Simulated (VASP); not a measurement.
Set up this calculation in VASP 6.6.1, as the native input.

```
Task                               : relaxation of cell and atoms
Functional                         : HSE06
Potentials or basis                : VASP PAW PBE potentials, release 64 (Cd, Te)
Cutoff                             : 600 eV
k mesh                             : 4 × 4 × 4
Occupations                        : fermi-dirac, width 0.02 eV
Spin                               : no spin polarisation
Dipole correction                  : no
Grid for exact exchange (PRECFOCK) : Normal
Further INCAR settings             : ALGO = Normal; EDIFF = 1e-07; IBRION = 2; EDIFFG = -0.005; NSW = 80; ISIF = 3
Screening parameter                : 0.2079 1/Å
```

The system is CdTe.

```xyz
2
Lattice="0.0000 3.2799 3.2799 3.2799 0.0000 3.2799 3.2799 3.2799 0.0000" Properties=species:S:1:pos:R:3 pbc="T T T"
Cd    0.0000    0.0000    0.0000
Te    1.6400    1.6400    1.6400
```

These files were run (other wordings do the same):

POSCAR

```
CdTe
1.0
    0.0000000000      3.2799012461      3.2799012461
    3.2799012461      0.0000000000      3.2799012461
    3.2799012461      3.2799012461      0.0000000000
Cd Te
1 1
Direct
    0.0000000000      0.0000000000      0.0000000000
    0.2500000000      0.2500000000      0.2500000000
```

INCAR.step1

```
SYSTEM = CdTe
PREC = Accurate
ENCUT = 600
EDIFF = 1E-5
ISMEAR = -1
SIGMA = 0.02
LREAL = .FALSE.
LASPH = .TRUE.
NELM = 100
ALGO = Normal
LWAVE = .TRUE.
LCHARG = .FALSE.
GGA = PE
NBANDS = 16
```

INCAR.step2

```
SYSTEM = CdTe
PREC = Accurate
ENCUT = 600
EDIFF = 1E-7
ISMEAR = -1
SIGMA = 0.02
LREAL = .FALSE.
LASPH = .TRUE.
NELM = 100
ALGO = Normal
ISIF = 3
LWAVE = .FALSE.
LCHARG = .FALSE.
GGA = PE
LHFCALC = .TRUE.
HFSCREEN = 0.2079
PRECFOCK = Normal
IBRION = 2
NSW = 80
EDIFFG = -0.005
ISTART = 1
```

KPOINTS

```
regular mesh
0
G
  4 4 4
  0 0 0
```

Potentials or basis: VASP PAW PBE potentials, release 64 (Cd, Te).

The run is started by

```bash
$ cat potpaw_PBE.64/Cd/POTCAR potpaw_PBE.64/Te/POTCAR > POTCAR
$ cp INCAR.step1 INCAR
$ mpirun -np 1 vasp_std > vasp.out
$ cp INCAR.step2 INCAR
$ mpirun -np 1 vasp_std > vasp.out
```

It gave:

- Relaxed volume: 35.47 Å³/atom
- Relaxed cell: a = 4.646 Å, b = 4.646 Å, c = 4.646 Å, α = 60.00°, β = 60.00°, γ = 60.00°
- Space group after relaxing (to 0.05 Å): F-43m (No. 216)
- Energy gained by relaxing: 0.1 meV/atom
- Ionic steps: 3
- Pressure after relaxing: 0.0 GPa
- Band gap on the k mesh: 1.43 eV, direct

Caveat: the PAW data sets were made with another functional, which shifts forces and pressure a little; spin-orbit coupling is left out, which moves the levels of the heavy elements.

Run time: 32 min on 1 thread of Intel(R) Xeon(R) Platinum 8488C (Sapphire Rapids), with other jobs on the host, peak memory 0.35 GiB.
